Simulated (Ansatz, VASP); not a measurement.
## One calculation of Cu, two programs

INCAR

```
SYSTEM = Cu
PREC = Accurate
ENCUT = 520
EDIFF = 1E-6
ISMEAR = -1
SIGMA = 0.01
LREAL = .FALSE.
LASPH = .TRUE.
NELM = 100
ALGO = Normal
ISIF = 2
LWAVE = .FALSE.
LCHARG = .TRUE.
LELF = .TRUE.
LVHAR = .TRUE.
NBANDS = 12
```

File KPOINTS:

```
regular mesh
0
G
  15 15 15
  0 0 0
```

File POSCAR:

```
Cu
1.0
    0.0000000000      1.7588202533      1.7588202533
    1.7588202533      0.0000000000      1.7588202533
    1.7588202533      1.7588202533      0.0000000000
Cu
1
Direct
    0.0000000000      0.0000000000      0.0000000000
```

Input for Ansatz:

```yaml
crystal:
  lattice:
    - [0.0, 1.7588202533, 1.7588202533]
    - [1.7588202533, 0.0, 1.7588202533]
    - [1.7588202533, 1.7588202533, 0.0]
  atoms:
    - { symbol: Cu, position: [0.0, 0.0, 0.0] }
hamiltonian:
  xc: lda
  pseudopotentials:
    kind: paw
    azcp:
      Cu: "pseudopotentials/Cu.paw.azcp"
basis:
  ecutwfc: 420
  fft_grid_basis: typed
kpoints:
  mp_grid: { grid: [15, 15, 15], shift: [0, 0, 0] }
magnetization:
  spin_polarized: false
scf:
  occupations: { method: fermi_dirac, width: 0.01 }
  lower_state_search: "off"
output:
  stress: true
```

Alike in both runs: task single point; functional LDA; k mesh 15 × 15 × 15; occupations fermi-dirac, width 0.01 eV; no spin polarisation.

```csv
,VASP,Ansatz
version,VASP 6.6.1,Ansatz 0.2.0
potentials or method,"VASP PAW LDA potentials, release 64 (Cu), cutoff 520 eV","plane waves (420 eV) with PAW, scalar-relativistic"
valence electrons in the cell,11,19
```

Ansatz gave:

- pressure (GPa): -0.1

Task: Which values does VASP return?

Result: Pressure (GPa): 0.7.

Ansatz warns that its potentials were made for another functional, while VASP's fit it. LDA's correlation is that of Perdew and Zunger in VASP and of Perdew and Wang (1992) in Ansatz. VASP's potentials hold 11 valence electrons a cell and Ansatz's 19, so a difference there can come from the potentials and not from the codes.
